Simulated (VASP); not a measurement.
AlN, 6 atoms in the cell. Symmetry: C2, No. 5, monoclinic system. The conventional cell has a = 3.531 Å, b = 10.929 Å, c = 5.012 Å, α = 90.00°, β = 96.53°, γ = 90.00°. Al (site symmetry 1) has 4 N at 1.89 to 2.66 Å and 2 Al at 2.56 to 2.64 Å within 2.7 Å. Within 2.4 Å of Al (site symmetry 2) lie 3 N at 1.83 to 1.93 Å. N (site symmetry 2) has 3 Al at 1.83 to 1.89 Å and 2 N at 1.87 Å within 2.4 Å. N (site symmetry 2) has 2 N at 1.87 Å and 2 Al at 1.91 Å within 2.5 Å. N (site symmetry 2) has 4 Al at 1.93 to 2.01 Å within 2.6 Å. The cell was built from a structure type or drawn by symmetry, and may not be a known phase.

| Property | Result |
| --- | --- |
| Program | VASP 6.6.1 |
| Task | single point |
| Functional | PBE |
| Potentials or basis | VASP PAW PBE potentials, release 64 (Al, N) |
| Cutoff | 520 eV |
| k mesh | 6 × 6 × 6 |
| Occupations | gaussian, width 0.1 eV |
| Spin | no spin polarisation |
| Dipole correction | no |
| Further INCAR settings | ALGO = Normal; EDIFF = 1e-07; NBANDS = 21 |

Potentials or basis: VASP PAW PBE potentials, release 64 (Al, N).

The run is started by

```bash
$ cat potpaw_PBE.64/Al/POTCAR potpaw_PBE.64/N/POTCAR > POTCAR
$ mpirun -np 1 vasp_std > vasp.out
```

Hardware: 1 thread of AMD EPYC 9R45 96-Core Processor (Zen 5), with other jobs on the host.

Q: Estimate the wall time of this run.

A: Wall time 3.1 min on 1 thread of AMD EPYC 9R45 96-Core Processor (Zen 5) (shared host), peak memory 0.32 GiB. Counts: scf iterations 17, k points 68.
